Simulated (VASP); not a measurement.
Crystal: SiC.

```
Si C
1.0
     3.09606    0.00000    0.00000
    -1.54803    2.68127    0.00000
     0.00000    0.00000   10.13734
Si C
4 4
Direct
  0.00000 0.00000 0.18789
  0.00000 0.00000 0.68789
  0.33333 0.66667 0.43784
  0.66667 0.33333 0.93784
  0.00000 0.00000 0.00046
  0.00000 0.00000 0.50046
  0.33333 0.66667 0.24980
  0.66667 0.33333 0.74980
```

Program: VASP 6.6.1. Alike in all runs: task single point; no spin polarisation; cell as given; k mesh 10 × 10 × 3; cutoff (eV) 520; smearing fermi-dirac 0.05 eV.

Q: Order these runs on this cell by their pressure, lowest first.
A. level LDA; potentials or basis VASP PAW LDA potentials, release 64 (Si, C)
B. level PBE+D3(BJ); potentials or basis VASP PAW PBE potentials, release 64 (Si, C)
C. level PBEsol; potentials or basis VASP PAW PBE potentials, release 64 (Si, C)
D. level PBE; potentials or basis VASP PAW PBE potentials, release 64 (Si, C)

A: A (-7.5 GPa), B (-5.0 GPa), C (-3.5 GPa), D (-0.5 GPa).

Caveats: the PAW data sets were made with another functional, which shifts forces and pressure a little (some runs).
